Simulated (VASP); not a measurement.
# Ag (Fm-3m) in VASP: a series of runs

Runs on Ag. Level: PBEsol+D3(BJ). Tasks: single point.

Everything below comes from runs of VASP 6.6.1. Logs are shortened: lines on timing, memory, paths and dates and some standing lists are left out, and cuts for length are marked.

## (1) The cell of the first run

It takes space group Fm-3m (No. 225, cubic). Conventional cell: a = 4.006 Å, b = 4.006 Å, c = 4.006 Å, α = 90.00°, β = 90.00°, γ = 90.00°. Within 3.7 Å of Ag (site symmetry m-3m) lie 12 Ag at 2.83 Å.

## (2) Single point, PBEsol+D3(BJ)

INCAR reads:

```
PREC     = Accurate       # precision mode
ENCUT    = 520            # plane-wave cutoff, eV
EDIFF    = 1E-7           # SCF threshold, eV
ISMEAR   = -1             # smearing method
SIGMA    = 0.1            # smearing width, eV
LREAL    = False          # projectors in reciprocal space
LASPH    = True           # aspherical terms in the spheres
NELM     = 100            # most SCF steps
ALGO     = Normal         # electronic algorithm
ISIF     = 2              # what is computed and relaxed
LWAVE    = False          # write WAVECAR
LCHARG   = False          # write CHGCAR
GGA      = PS             # functional
IVDW     = 12             # dispersion correction
NBANDS   = 12             # bands
```

KPOINTS reads:

```
Automatic mesh
0
Gamma
  11 11 11
```

POSCAR reads:

```
Ag
1.0
    0.0000000000      2.0030710340      2.0030710340
    2.0030710340      0.0000000000      2.0030710340
    2.0030710340      2.0030710340      0.0000000000
Ag
1
Direct
    0.0000000000      0.0000000000      0.0000000000
```

Potentials or basis: VASP PAW PBE potentials, release 64 (Ag).

The run is started by

```sh
$ cat potpaw_PBE.64/Ag/POTCAR > POTCAR
$ mpirun -np 1 vasp_std > vasp.out
```

OUTCAR:

```text
PREC = Accurate
   ENCUT = 520
   EDIFF = 1E-7
   ISMEAR = -1
   LREAL = False
   LASPH = True
   NELM = 100
   ISIF = 2
   GGA = PS
   IVDW = 12
 IVDW          = 12

 ion  position               nearest neighbor table
   1  0.000  0.000  0.000-

  LATTYP: Found a face centered cubic cell.
 ALAT       =     4.0061420680

  Lattice vectors:

 A1 = (   0.0000000000,   2.0030710340,   2.0030710340)
 A2 = (   2.0030710340,   0.0000000000,   2.0030710340)
 A3 = (   2.0030710340,   2.0030710340,   0.0000000000)

Analysis of symmetry for initial positions (statically):
=====================================================================
 Subroutine PRICEL returns:
 Original cell was already a primitive cell.

 Routine SETGRP: Setting up the symmetry group for a
 face centered cubic supercell.

 Subroutine GETGRP returns: Found 48 space group operations
 (whereof 48 operations were pure point group operations)
 out of a pool of 48 trial point group operations.

The static configuration has the point symmetry O_h .

Analysis of symmetry for dynamics (positions and initial velocities):
=====================================================================
 Subroutine PRICEL returns:
 Original cell was already a primitive cell.

 Routine SETGRP: Setting up the symmetry group for a
 face centered cubic supercell.

 Subroutine GETGRP returns: Found 48 space group operations
 (whereof 48 operations were pure point group operations)
 out of a pool of 48 trial point group operations.

The dynamic configuration has the point symmetry O_h .

 Subroutine INISYM returns: Found 48 space group operations
 (whereof 48 operations are pure point group operations),
 and found     1 'primitive' translations

----------------------------------------------------------------------------------------

                                     Primitive cell

  volume of cell :      16.0738

  direct lattice vectors                    reciprocal lattice vectors
     0.000000000  2.003071034  2.003071034    -0.249616709  0.249616709  0.249616709
     2.003071034  0.000000000  2.003071034     0.249616709 -0.249616709  0.249616709
     2.003071034  2.003071034  0.000000000     0.249616709  0.249616709 -0.249616709

  length of vectors
     2.832770223  2.832770223  2.832770223     0.432348823  0.432348823  0.432348823

  position of ions in fractional coordinates (direct lattice)
[... 82 lines left out ...]
   NFREE  =      0    steps in history (QN), initial steepest desc. (CG)
   ISIF   =      2    stress and relaxation
   ISYM   =      2    0-nonsym 1-usesym 2-fastsym
   POTIM  = 0.5000    time-step for ionic-motion
   TEBEG  =    0.0;   TEEND  =   0.0 temperature during run
   PSTRESS=    0.0 pullay stress
   NELECT =      11.0000    total number of electrons
   NUPDOWN=      -1.0000    fix difference up-down
   EMIN   =  10.00;   EMAX   =-10.00  energy-range for DOS
   EFERMI =   0.00;   METHOD = LEGACY
   ISMEAR =    -1;   SIGMA  =   0.10  broadening in eV -4-tet -1-fermi 0-gaus
   EFERMI_NEDOS =   21; number of points for ismear=-14 and -15
   IALGO  =     38    algorithm
   IMIX   =      4    mixing-type and parameters
     AMIX     =   0.40;   BMIX     =  1.00
     AMIX_MAG =   1.60;   BMIX_MAG =  1.00
  volume/ion in A,a.u.               =      16.07       108.47
  Fermi-wavevector in a.u.,A,eV,Ry     =   1.442667  2.726245 28.317636  2.081288
  Thomas-Fermi vector in A             =   2.561161
   LORBIT       =      0    0 simple, 1 ext, 2 COOP (PROOUT), +10 PAW based schemes
   GGA     = PS    functional components
   LHFCALC =     F    Hartree Fock is set to
   AEXX    =    0.0000 exact exchange contribution
   IVDW    =    12    specifies the selected vdW correction
   LEPSILON=     F    determine dielectric tensor
   LRPA    =     F    only Hartree local field effects (RPA)
 non-spin polarized calculation
  energy-cutoff  :      520.00
  volume of cell :       16.07
 maximum number of plane-waves:       444
 NGX is ok and might be reduce to    24
   NGX = 11   NGY = 11   NGZ = 11

 number of electron      11.0000002 magnetization

 Free energy of the ion-electron system (eV)
  ---------------------------------------------------
  ext. energy  EPLUGINS =         0.00000000
  ---------------------------------------------------
  free energy    TOTEN  =        -3.31042840 eV

  energy without entropy =       -3.30274354  energy(sigma->0) =       -3.30658597

 E-fermi :   9.2405     XC(G=0): -12.7688

 val. band max:        9.1680435221   @ k =  -0.4545   0.0909   0.0000
 cond. band min:       9.3213646601   @ k =   0.4545   0.3636   0.0000
 fundamental gap:      0.1533211381
 Fermi energy:         9.2404785869

 k-point     1 :       0.0000    0.0000    0.0000
  band No.  band energies     occupation
      1       0.8004      2.00000
      2       4.0774      2.00000
      3       4.0774      2.00000
      4       4.0774      2.00000
      5       5.2383      2.00000
      6       5.2383      2.00000
      7      25.1796      0.00000
      8      29.1017      0.00000
      9      29.1017      0.00000
     10      29.1017      0.00000
     11      34.0774      0.00000
     12      35.6141      0.00000
[... 331 lines left out ...]
 k-point    24 :      -0.1818    0.1818    0.0000
  band No.  band energies     occupation
      1       2.9643      2.00000
      2       3.6184      2.00000
      3       4.2951      2.00000
      4       4.7589      2.00000
      5       4.7954      2.00000
      6       6.4456      2.00000
      7      21.4133      0.00000
      8      21.8889      0.00000
      9      28.1043      0.00000
     10      29.8730      0.00000
     11      30.9462      0.00000
     12      34.6651      0.00000

 [... further k-points ...]

------------------------ aborting loop because EDIFF is reached ----------------------------------------

 Edisp (eV)   -0.57917

 E8    (eV) :    -0.3843

  FORCE on cell =-STRESS in cart. coord.  units (eV):
  Direction    XX          YY          ZZ          XY          YZ          ZX
  --------------------------------------------------------------------------------------
  -------------------------------------------------------------------------------------
  Total      -0.17388    -0.17388    -0.17388    -0.00000    -0.00000     0.00000
  in kB     -17.33180   -17.33180   -17.33180    -0.00000    -0.00000     0.00000
  external pressure =      -17.33 kB  Pullay stress =        0.00 kB

 VOLUME and BASIS-vectors are now :
 -----------------------------------------------------------------------------
  energy-cutoff  :      520.00
  volume of cell :       16.07
      direct lattice vectors                 reciprocal lattice vectors
     0.000000000  2.003071034  2.003071034    -0.249616709  0.249616709  0.249616709
     2.003071034  0.000000000  2.003071034     0.249616709 -0.249616709  0.249616709
     2.003071034  2.003071034  0.000000000     0.249616709  0.249616709 -0.249616709

 POSITION                                       TOTAL-FORCE (eV/Angst)
 -----------------------------------------------------------------------------------
      0.00000      0.00000      0.00000         0.000000      0.000000      0.000000
 -----------------------------------------------------------------------------------
    total drift:                               -0.000000      0.000000     -0.000000

  FREE ENERGIE OF THE ION-ELECTRON SYSTEM (eV)
  ---------------------------------------------------
  free  energy   TOTEN  =        -3.8895981283 eV

  energy  without entropy=       -3.8819132631  energy(sigma->0) =       -3.88575570
```

OSZICAR:

```text
N       E                     dE             d eps       ncg     rms          rms(c)
DAV:   1     0.515314095966E+02    0.51531E+02   -0.54205E+03  1360   0.829E+02
DAV:   2    -0.290366806032E+01   -0.54435E+02   -0.51828E+02  1552   0.198E+02
DAV:   3    -0.368155227578E+01   -0.77788E+00   -0.77740E+00  1576   0.244E+01
DAV:   4    -0.368384044329E+01   -0.22882E-02   -0.22881E-02  1564   0.138E+00
DAV:   5    -0.368385702527E+01   -0.16582E-04   -0.16581E-04  1616   0.103E-01    0.646E+00
DAV:   6    -0.332819584714E+01    0.35566E+00   -0.13556E+00  1484   0.105E+01    0.377E+00
DAV:   7    -0.331507871165E+01    0.13117E-01   -0.16486E-02  1568   0.118E+00    0.210E+00
DAV:   8    -0.331042084837E+01    0.46579E-02   -0.83661E-04  1512   0.213E-01    0.130E-01
DAV:   9    -0.331042676330E+01   -0.59149E-05   -0.88932E-06  1576   0.224E-02    0.200E-02
DAV:  10    -0.331042875127E+01   -0.19880E-05   -0.23895E-06  1560   0.120E-02    0.655E-03
DAV:  11    -0.331042843811E+01    0.31315E-06   -0.92501E-08  1088   0.256E-03    0.523E-04
DAV:  12    -0.331042840438E+01    0.33733E-07   -0.62782E-09   844   0.673E-04
   1 F= -.38895981E+01 E0= -.38857557E+01  d E =-.768487E-02
```

stdout:

```text
POSCAR found type information on POSCAR Ag
 POSCAR found :  1 types and       1 ions
 scaLAPACK will be used
 -----------------------------------------------------------------------------
|                                                                             |
|                                                                             |
|     You enforced a specific xc type in the INCAR file but a different       |
|     I HOPE YOU KNOW WHAT YOU ARE DOING!                                     |
|                                                                             |
 -----------------------------------------------------------------------------

 LDA part: xc-table for (Slater+PW92), standard interpolation
 POSCAR, INCAR and KPOINTS ok, starting setup
 FFT: planning ... GRIDC
 FFT: planning ... GRID_SOFT
 FFT: planning ... GRID
 WAVECAR not read
 entering main loop
```

It took 11 s on 1 thread of Intel Xeon Platinum 8375C at 2.90GHz (Ice Lake), shared host; peak memory 0.15 GiB.

Results:

```yaml
Free_energy: -3.8896 eV
Pressure: -1.7 GPa
Dispersion_energy_per_atom: -0.579 eV
```

Caveat: three body term missing; the PAW data sets were made with another functional, which shifts forces and pressure a little; pairwise dispersion overbinds metals, which lowers pressure and volume.

## (3) Single point, PBEsol+D3(BJ)

This run uses another cell than the first one, of 17.05 Å³/atom, 1.061 times its volume.

INCAR reads:

```
SYSTEM = Ag
PREC = Accurate ; ENCUT = 520
EDIFF = 1E-7 ; ISMEAR = -1
SIGMA = 0.1 ; LREAL = .FALSE.
LASPH = .TRUE. ; NELM = 60
ALGO = Normal ; ISIF = 2
LWAVE = .FALSE. ; LCHARG = .FALSE.
GGA = PS ; IVDW = 12
NBANDS = 12
```

KPOINTS reads:

```
Automatic mesh
0
G
  11 11 11
  0 0 0
```

POSCAR reads:

```
Ag
1.0
    0.0000000000      2.0427500000      2.0427500000
    2.0427500000      0.0000000000      2.0427500000
    2.0427500000      2.0427500000      0.0000000000
Ag
1
Direct
    0.0000000000      0.0000000000      0.0000000000
```

Potentials or basis: VASP PAW PBE potentials, release 64 (Ag).

The run is started by

```sh
$ cat potpaw_PBE.64/Ag/POTCAR > POTCAR
$ mpirun -np 1 vasp_std > vasp.out
```

OUTCAR:

```text
SYSTEM = Ag
   PREC = Accurate
   ENCUT = 520
   EDIFF = 1E-7
   ISMEAR = -1
   LREAL = .FALSE.
   LASPH = .TRUE.
   NELM = 60
   ISIF = 2
   GGA = PS
   IVDW = 12
 IVDW          = 12

 ion  position               nearest neighbor table
   1  0.000  0.000  0.000-

  LATTYP: Found a face centered cubic cell.
 ALAT       =     4.0855000000

  Lattice vectors:

 A1 = (   0.0000000000,   2.0427500000,   2.0427500000)
 A2 = (   2.0427500000,   0.0000000000,   2.0427500000)
 A3 = (   2.0427500000,   2.0427500000,   0.0000000000)

Analysis of symmetry for initial positions (statically):
=====================================================================
 Subroutine PRICEL returns:
 Original cell was already a primitive cell.

 Routine SETGRP: Setting up the symmetry group for a
 face centered cubic supercell.

 Subroutine GETGRP returns: Found 48 space group operations
 (whereof 48 operations were pure point group operations)
 out of a pool of 48 trial point group operations.

The static configuration has the point symmetry O_h .

Analysis of symmetry for dynamics (positions and initial velocities):
=====================================================================
 Subroutine PRICEL returns:
 Original cell was already a primitive cell.

 Routine SETGRP: Setting up the symmetry group for a
 face centered cubic supercell.

 Subroutine GETGRP returns: Found 48 space group operations
 (whereof 48 operations were pure point group operations)
 out of a pool of 48 trial point group operations.

The dynamic configuration has the point symmetry O_h .

 Subroutine INISYM returns: Found 48 space group operations
 (whereof 48 operations are pure point group operations),
 and found     1 'primitive' translations

----------------------------------------------------------------------------------------

                                     Primitive cell

  volume of cell :      17.0481

[... 113 lines left out ...]
   AEXX    =    0.0000 exact exchange contribution
   IVDW    =    12    specifies the selected vdW correction
   LEPSILON=     F    determine dielectric tensor
   LRPA    =     F    only Hartree local field effects (RPA)
 non-spin polarized calculation
  energy-cutoff  :      520.00
  volume of cell :       17.05
 maximum number of plane-waves:       477
 NGX is ok and might be reduce to    24
   NGX = 11   NGY = 11   NGZ = 11

 number of electron      10.9999999 magnetization

 Free energy of the ion-electron system (eV)
  ---------------------------------------------------
  ext. energy  EPLUGINS =         0.00000000
  ---------------------------------------------------
  free energy    TOTEN  =        -3.31328496 eV

  energy without entropy =       -3.30427097  energy(sigma->0) =       -3.30877797

 E-fermi :   8.4086     XC(G=0): -12.4137

 val. band max:        8.3998120739   @ k =  -0.4545   0.0909   0.0000
 cond. band min:       8.4930721568   @ k =   0.4545   0.3636   0.0000
 fundamental gap:      0.0932600829
 Fermi energy:         8.4085886359

 k-point     1 :       0.0000    0.0000    0.0000
  band No.  band energies     occupation
      1       0.4017      2.00000
      2       3.4578      2.00000
      3       3.4578      2.00000
      4       3.4578      2.00000
      5       4.5042      2.00000
      6       4.5042      2.00000
      7      24.2192      0.00000
      8      27.7920      0.00000
      9      27.7920      0.00000
     10      27.7920      0.00000
     11      32.6131      0.00000
     12      33.7359      0.00000
[... 331 lines left out ...]
 k-point    24 :      -0.1818    0.1818    0.0000
  band No.  band energies     occupation
      1       2.4617      2.00000
      2       3.0502      2.00000
      3       3.6680      2.00000
      4       4.0761      2.00000
      5       4.1107      2.00000
      6       5.6313      2.00000
      7      20.1208      0.00000
      8      20.5362      0.00000
      9      26.8174      0.00000
     10      28.6253      0.00000
     11      29.2996      0.00000
     12      32.8201      0.00000

 [... further k-points ...]

------------------------ aborting loop because EDIFF is reached ----------------------------------------

 Edisp (eV)   -0.54532

 E8    (eV) :    -0.3617

  FORCE on cell =-STRESS in cart. coord.  units (eV):
  Direction    XX          YY          ZZ          XY          YZ          ZX
  --------------------------------------------------------------------------------------
  -------------------------------------------------------------------------------------
  Total      -0.87321    -0.87321    -0.87321    -0.00000    -0.00000     0.00000
  in kB     -82.06417   -82.06417   -82.06417    -0.00000    -0.00000     0.00000
  external pressure =      -82.06 kB  Pullay stress =        0.00 kB

 VOLUME and BASIS-vectors are now :
 -----------------------------------------------------------------------------
  energy-cutoff  :      520.00
  volume of cell :       17.05
      direct lattice vectors                 reciprocal lattice vectors
     0.000000000  2.042750000  2.042750000    -0.244768082  0.244768082  0.244768082
     2.042750000  0.000000000  2.042750000     0.244768082 -0.244768082  0.244768082
     2.042750000  2.042750000  0.000000000     0.244768082  0.244768082 -0.244768082

 POSITION                                       TOTAL-FORCE (eV/Angst)
 -----------------------------------------------------------------------------------
      0.00000      0.00000      0.00000         0.000000      0.000000      0.000000
 -----------------------------------------------------------------------------------
    total drift:                               -0.000000      0.000000     -0.000000

  FREE ENERGIE OF THE ION-ELECTRON SYSTEM (eV)
  ---------------------------------------------------
  free  energy   TOTEN  =        -3.8586018727 eV

  energy  without entropy=       -3.8495878764  energy(sigma->0) =       -3.85409487
```

OSZICAR:

```text
N       E                     dE             d eps       ncg     rms          rms(c)
DAV:   1     0.507155446709E+02    0.50716E+02   -0.54578E+03  1360   0.825E+02
DAV:   2    -0.283707170602E+01   -0.53553E+02   -0.50379E+02  1572   0.192E+02
DAV:   3    -0.366524351524E+01   -0.82817E+00   -0.82775E+00  1580   0.251E+01
DAV:   4    -0.366787134552E+01   -0.26278E-02   -0.26278E-02  1564   0.145E+00
DAV:   5    -0.366789196374E+01   -0.20618E-04   -0.20618E-04  1608   0.116E-01    0.555E+00
DAV:   6    -0.332705088363E+01    0.34084E+00   -0.13889E+00  1456   0.104E+01    0.331E+00
DAV:   7    -0.331729011165E+01    0.97608E-02   -0.10451E-02  1568   0.958E-01    0.190E+00
DAV:   8    -0.331327584720E+01    0.40143E-02   -0.73162E-04  1516   0.188E-01    0.100E-01
DAV:   9    -0.331328322751E+01   -0.73803E-05   -0.90645E-06  1568   0.213E-02    0.195E-02
DAV:  10    -0.331328520289E+01   -0.19754E-05   -0.22496E-06  1568   0.125E-02    0.442E-03
DAV:  11    -0.331328499453E+01    0.20836E-06   -0.67977E-08  1072   0.215E-03    0.549E-04
DAV:  12    -0.331328496393E+01    0.30605E-07   -0.59942E-09   840   0.643E-04
   1 F= -.38586019E+01 E0= -.38540949E+01  d E =-.901400E-02
```

It took 11 s on 1 thread of Intel Xeon Platinum 8375C at 2.90GHz (Ice Lake), shared host; peak memory 0.15 GiB.

Results:

| Quantity | Value |
| --- | --- |
| Free energy | -3.8586 eV |
| Pressure | -8.2 GPa |
| Dispersion energy per atom | -0.545 eV |

Caveat: three body term missing; the PAW data sets were made with another functional, which shifts forces and pressure a little; pairwise dispersion overbinds metals, which lowers pressure and volume.
